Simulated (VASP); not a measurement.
# I (Fmmm) in VASP: a series of runs

I is run at these levels: RPBE, BLYP; tasks: single point.

All numbers are computed with VASP 6.6.1; they aren't measurements. Logs are shortened: lines on timing, memory, paths and dates and some standing lists are left out, and cuts for length are marked.

## Step 1: The cell of the first run

The structure is orthorhombic, space group Fmmm (No. 69). The conventional cell has a = 4.615 Å, b = 4.666 Å, c = 11.437 Å, α = 90.00°, β = 90.00°, γ = 90.00°. I (site symmetry mmm) has 4 I at 3.28 Å within 4.3 Å.

## Step 2: Single point, RPBE

The input, INCAR:

```
PREC = Accurate ; ENCUT = 520
EDIFF = 1E-6 ; ISMEAR = -1
SIGMA = 0.05 ; LREAL = False
LASPH = True ; NELM = 100
ALGO = Normal ; ISIF = 2
LWAVE = False ; LCHARG = True
GGA = RP ; LELF = True
LVHAR = True ; NBANDS = 10
```

The input, KPOINTS:

```
regular mesh
0
Gamma
  9 9 9
```

The input, POSCAR:

```
I
1.0
    0.0000000000      2.3072667389      5.7186187293
    2.3332234538      0.0000000000      5.7186187293
    2.3332234538      2.3072667389      0.0000000000
I
1
Direct
    0.0000000000      0.0000000000      0.0000000000
```

Potentials or basis: VASP PAW PBE potentials, release 64 (I).

Command:

```bash
cat potpaw_PBE.64/I/POTCAR > POTCAR
mpirun -np 1 vasp_std > vasp.out
```

OUTCAR:

```text
PREC = Accurate
   ENCUT = 520
   EDIFF = 1E-6
   ISMEAR = -1
   LREAL = False
   LASPH = True
   NELM = 100
   ISIF = 2
   GGA = RP

 ion  position               nearest neighbor table
   1  0.000  0.000  0.000-

  LATTYP: Found a face centered orthorhombic cell.
 ALAT       =     4.6145334778
 B/A-ratio  =     1.0112499844
 C/A-ratio  =     2.4785251887

  Lattice vectors:

 A1 = (   2.3332234538,   0.0000000000,  -5.7186187293)
 A2 = (   0.0000000000,   2.3072667389,  -5.7186187293)
 A3 = (   2.3332234538,   2.3072667389,   0.0000000000)

Analysis of symmetry for initial positions (statically):
=====================================================================
 Subroutine PRICEL returns:
 Original cell was already a primitive cell.

 Routine SETGRP: Setting up the symmetry group for a
 face centered orthorhombic supercell.

 Subroutine GETGRP returns: Found  8 space group operations
 (whereof  8 operations were pure point group operations)
 out of a pool of  8 trial point group operations.

The static configuration has the point symmetry D_2h.

Analysis of symmetry for dynamics (positions and initial velocities):
=====================================================================
 Subroutine PRICEL returns:
 Original cell was already a primitive cell.

 Routine SETGRP: Setting up the symmetry group for a
 face centered orthorhombic supercell.

 Subroutine GETGRP returns: Found  8 space group operations
 (whereof  8 operations were pure point group operations)
 out of a pool of  8 trial point group operations.

The dynamic configuration has the point symmetry D_2h.

 Subroutine INISYM returns: Found  8 space group operations
 (whereof  8 operations are pure point group operations),
 and found     1 'primitive' translations

----------------------------------------------------------------------------------------

                                     Primitive cell

  volume of cell :      61.5709

  direct lattice vectors                    reciprocal lattice vectors
     0.000000000  2.307266739  5.718618729    -0.214295806  0.216706630  0.087433701
     2.333223454  0.000000000  5.718618729     0.214295806 -0.216706630  0.087433701
     2.333223454  2.307266739  0.000000000     0.214295806  0.216706630 -0.087433701

  length of vectors
     6.166529005  6.176287870  3.281373415     0.317063256  0.317063256  0.317063256

  position of ions in fractional coordinates (direct lattice)
     0.000000000  0.000000000  0.000000000

  ion indices of the primitive-cell ions
[... 79 lines left out ...]
   NFREE  =      0    steps in history (QN), initial steepest desc. (CG)
   ISIF   =      2    stress and relaxation
   ISYM   =      2    0-nonsym 1-usesym 2-fastsym
   POTIM  = 0.5000    time-step for ionic-motion
   TEBEG  =    0.0;   TEEND  =   0.0 temperature during run
   PSTRESS=    0.0 pullay stress
   NELECT =       7.0000    total number of electrons
   NUPDOWN=      -1.0000    fix difference up-down
   EMIN   =  10.00;   EMAX   =-10.00  energy-range for DOS
   EFERMI =   0.00;   METHOD = LEGACY
   ISMEAR =    -1;   SIGMA  =   0.05  broadening in eV -4-tet -1-fermi 0-gaus
   EFERMI_NEDOS =   21; number of points for ismear=-14 and -15
   IALGO  =     38    algorithm
   IMIX   =      4    mixing-type and parameters
     AMIX     =   0.40;   BMIX     =  1.00
     AMIX_MAG =   1.60;   BMIX_MAG =  1.00
  volume/ion in A,a.u.               =      61.57       415.50
  Fermi-wavevector in a.u.,A,eV,Ry     =   0.793078  1.498700  8.557687  0.628972
  Thomas-Fermi vector in A             =   1.898942
   LORBIT       =      0    0 simple, 1 ext, 2 COOP (PROOUT), +10 PAW based schemes
   GGA     = RP    functional components
   LHFCALC =     F    Hartree Fock is set to
   AEXX    =    0.0000 exact exchange contribution
   IVDW    =     0    specifies the selected vdW correction
   LEPSILON=     F    determine dielectric tensor
   LRPA    =     F    only Hartree local field effects (RPA)
 non-spin polarized calculation
  energy-cutoff  :      520.00
  volume of cell :       61.57
 maximum number of plane-waves:      1678
 NGX is ok and might be reduce to    48
   NGX = 23   NGY = 23   NGZ = 13

 number of electron       7.0000000 magnetization

 Free energy of the ion-electron system (eV)
  ---------------------------------------------------
  ext. energy  EPLUGINS =         0.00000000
  ---------------------------------------------------
  free energy    TOTEN  =        -1.16849068 eV

  energy without entropy =       -1.16236384  energy(sigma->0) =       -1.16542726

 E-fermi :   0.4046     XC(G=0):  -6.1319

 val. band max:        0.2460573790   @ k =   0.3333   0.4444   0.1111
 cond. band min:       0.4514040789   @ k =  -0.3333   0.4444   0.1111
 fundamental gap:      0.2053467000
 Fermi energy:         0.4045596104

 k-point     1 :       0.0000    0.0000    0.0000
  band No.  band energies     occupation
      1     -13.0293      2.00000
      2      -2.3221      2.00000
      3       1.0892      0.00000
      4       1.1309      0.00000
      5       4.3673      0.00000
      6       7.6603      0.00000
      7       8.1505      0.00000
      8      11.9356      0.00000
      9      13.4366      0.00000
     10      13.4777      0.00000
[... 287 lines left out ...]
 k-point    24 :       0.4444    0.4444    0.0000
  band No.  band energies     occupation
      1     -13.0235      2.00000
      2      -2.5353      2.00000
      3       1.0840      0.00000
      4       1.1258      0.00000
      5       6.4595      0.00000
      6       7.6331      0.00000
      7       7.9470      0.00000
      8       8.4011      0.00000
      9      13.8697      0.00000
     10      13.9118      0.00000

 [... further k-points ...]

------------------------ aborting loop because EDIFF is reached ----------------------------------------

  FORCE on cell =-STRESS in cart. coord.  units (eV):
  Direction    XX          YY          ZZ          XY          YZ          ZX
  --------------------------------------------------------------------------------------
  -------------------------------------------------------------------------------------
  Total       -0.0280720     -0.0134430     -0.0038744     -0.0000000      0.0000000      0.0000000
  in kB       -0.7304793     -0.3498087     -0.1008176     -0.0000000      0.0000000      0.0000000
  external PRESSURE =      -0.3937019 kB  Pullay stress =       0.0000000 kB

 VOLUME and BASIS-vectors are now :
 -----------------------------------------------------------------------------
  energy-cutoff  :      520.00
  volume of cell :       61.57
      direct lattice vectors                 reciprocal lattice vectors
     0.000000000  2.307266739  5.718618729    -0.214295806  0.216706630  0.087433701
     2.333223454  0.000000000  5.718618729     0.214295806 -0.216706630  0.087433701
     2.333223454  2.307266739  0.000000000     0.214295806  0.216706630 -0.087433701

 POSITION                                       TOTAL-FORCE (eV/Angst)
 -----------------------------------------------------------------------------------
      0.00000      0.00000      0.00000         0.000000      0.000000      0.000000
 -----------------------------------------------------------------------------------
    total drift:                                0.000000      0.000000     -0.000000

  FREE ENERGIE OF THE ION-ELECTRON SYSTEM (eV)
  ---------------------------------------------------
  free  energy   TOTEN  =        -1.1684906818 eV

  energy  without entropy=       -1.1623638405  energy(sigma->0) =       -1.16542726
```

OSZICAR:

```text
N       E                     dE             d eps       ncg     rms          rms(c)
DAV:   1     0.236481359783E+02    0.23648E+02   -0.21770E+03  2500   0.463E+02
DAV:   2     0.112834412284E+00   -0.23535E+02   -0.22639E+02  3332   0.783E+01
DAV:   3    -0.117716825256E+01   -0.12900E+01   -0.12788E+01  2948   0.194E+01
DAV:   4    -0.119657758595E+01   -0.19409E-01   -0.19404E-01  3198   0.302E+00
DAV:   5    -0.119694323944E+01   -0.36565E-03   -0.36565E-03  3064   0.395E-01    0.399E+00
DAV:   6    -0.117661539150E+01    0.20328E-01   -0.17836E-02  2810   0.624E-01    0.248E+00
DAV:   7    -0.116895721749E+01    0.76582E-02   -0.38814E-02  2756   0.941E-01    0.138E-01
DAV:   8    -0.116851567932E+01    0.44154E-03   -0.17784E-03  2670   0.245E-01    0.201E-02
DAV:   9    -0.116849779511E+01    0.17884E-04   -0.46928E-05  3100   0.436E-02    0.108E-02
DAV:  10    -0.116849038512E+01    0.74100E-05   -0.43484E-05  2680   0.337E-02    0.703E-03
DAV:  11    -0.116849068177E+01   -0.29665E-06   -0.70860E-07  3218   0.587E-03
   1 F= -.11684907E+01 E0= -.11654273E+01  d E =-.612684E-02
```

stdout:

```text
POSCAR found type information on POSCAR I
 POSCAR found :  1 types and       1 ions
 scaLAPACK will be used
 -----------------------------------------------------------------------------
|                                                                             |
|                                                                             |
|     You enforced a specific xc type in the INCAR file but a different       |
|     I HOPE YOU KNOW WHAT YOU ARE DOING!                                     |
|                                                                             |
 -----------------------------------------------------------------------------

 LDA part: xc-table for (Slater+PW92), standard interpolation
 POSCAR, INCAR and KPOINTS ok, starting setup
 FFT: planning ... GRIDC
 FFT: planning ... GRID_SOFT
 FFT: planning ... GRID
 WAVECAR not read
 entering main loop
```

Wall time 44 s (1 thread of AMD EPYC 9R45 (Zen 5), shared host); peak memory 0.22 GiB.

Results:

| Property | Result |
| --- | --- |
| Free energy | -1.1685 eV |
| Pressure | 0.0 GPa |
| Band gap on the k mesh | zero (an odd number of electrons rules out a gap without spin polarisation) |

Caveat: the PAW data sets were made with another functional, which shifts forces and pressure a little; spin-orbit coupling is left out, which moves the levels of the heavy elements; an odd number of electrons without spin polarisation forces a metal; a magnetic or distorted state may lie lower.

## Step 3: Single point, BLYP

This run uses another cell than the first one, of 79.44 Å³/atom.

The input, INCAR:

```
PREC = Accurate ; ENCUT = 520
EDIFF = 1E-7 ; ISMEAR = -1
SIGMA = 0.05 ; LREAL = False
LASPH = True ; NELM = 80
ALGO = Normal ; ISIF = 2
LWAVE = False ; LCHARG = True
GGA = B5 ; ALDAX = 1.0
AGGAX = 1.0 ; AGGAC = 1.0
ALDAC = 0.0 ; LELF = True
LVHAR = True ; NBANDS = 10
```

The input, KPOINTS:

```
Automatic mesh
0
Gamma
  9 9 9
```

The input, POSCAR:

```
I
1.0
    0.0000000000      2.3680619229      7.1411444244
    2.3489171915      0.0000000000      7.1411444244
    2.3489171915      2.3680619229      0.0000000000
I
1
Direct
    0.0000000000      0.0000000000      0.0000000000
```

Potentials or basis: VASP PAW PBE potentials, release 64 (I).

Command:

```bash
cat potpaw_PBE.64/I/POTCAR > POTCAR
mpirun -np 1 vasp_std > vasp.out
```

It took 1.8 min on 1 thread of AMD EPYC 9R45 (Zen 5), shared host; peak memory 0.29 GiB.

It converged, with:

```yaml
Free_energy: -1.0868 eV
Pressure: 0.0 GPa
Band_gap_on_the_k_mesh: zero (an odd number of electrons rules out a gap without spin polarisation)
```

Levels at points of the mesh, in eV from the Fermi level:
```csv
k point,band 1,band 2,band 3,band 4,band 5,band 6,band 7,band 8
"(0.00, 0.00, 0.00)",-13.16,-2.57,0.62,0.65,4.18,7.48,7.71,8.66
```

Caveat: the PAW data sets were made with another functional, which shifts forces and pressure a little; spin-orbit coupling is left out, which moves the levels of the heavy elements; an odd number of electrons without spin polarisation forces a metal; a magnetic or distorted state may lie lower.
